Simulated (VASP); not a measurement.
Mg3Te2O:

```
Mg Te O
1.0
     5.81638    0.00000    0.00000
    -2.90819    5.03713    0.00000
     0.00000    0.00000    4.51259
Mg Te O
3 2 1
Direct
  0.50000 0.00000 0.50000
  0.50000 0.50000 0.50000
  0.00000 0.50000 0.50000
  0.33333 0.66667 0.00000
  0.66667 0.33333 0.00000
  0.00000 0.00000 0.00000
```

The cell was built from a structure type or drawn by symmetry, and may not be a known phase.

- Program: VASP 6.6.1
- Task: relaxation of cell and atoms
- Functional: PBE
- Potentials or basis: VASP PAW PBE potentials, release 64 (Mg, Te, O)
- Cutoff: 600 eV
- k mesh: 3 × 3 × 4
- Occupations: gaussian, width 0.1 eV
- Spin: no spin polarisation

At the start: pressure 8.4 GPa; volume 22.03 Å³/atom.

Where does the relaxation end?

Over 9 steps the energy falls by 340.3 meV/atom and the volume is 29.16 Å³/atom (+32.4 %); space group P6/mmm (No. 191, to 0.1 Å) before and after.

The path:
| step | energy change (eV) | largest force (eV/Å) | pressure (GPa) | volume (Å³) |
| --- | --- | --- | --- | --- |
| 1 | 0.0000 | 0.0000 | 8.43 | 132.21 |
| 2 | -0.8627 | 0.0000 | 0.87 | 155.55 |
| 3 | -1.0008 | 0.0000 | -1.53 | 168.63 |
| 4 | -1.7288 | 0.0000 | -1.22 | 175.82 |
| 5 | -2.0037 | 0.0000 | -0.74 | 181.62 |
| 6 | -2.0203 | 0.0000 | -1.02 | 180.22 |
| 7 | -2.0251 | 0.0000 | -0.97 | 180.56 |
| 8 | -2.0410 | 0.0000 | 0.21 | 173.82 |
| 9 | -2.0418 | 0.0000 | -0.01 | 174.99 |

Final structure:
```xyz
6
Lattice="7.1148 0.0000 0.0000 -3.5574 6.1616 0.0000 0.0000 0.0000 3.9916" Properties=species:S:1:pos:R:3 pbc="T T T"
Mg    3.5574    0.0000    1.9958
Mg    1.7787    3.0808    1.9958
Mg   -1.7787    3.0808    1.9958
Te    0.0000    4.1077    0.0000
Te    3.5574    2.0539    0.0000
O     0.0000    0.0000    0.0000
```

Caveat: the k points lie up to 0.39 Å⁻¹ apart in the final cell; the volume moved by over 15 % at a fixed basis, so the end points are rough.
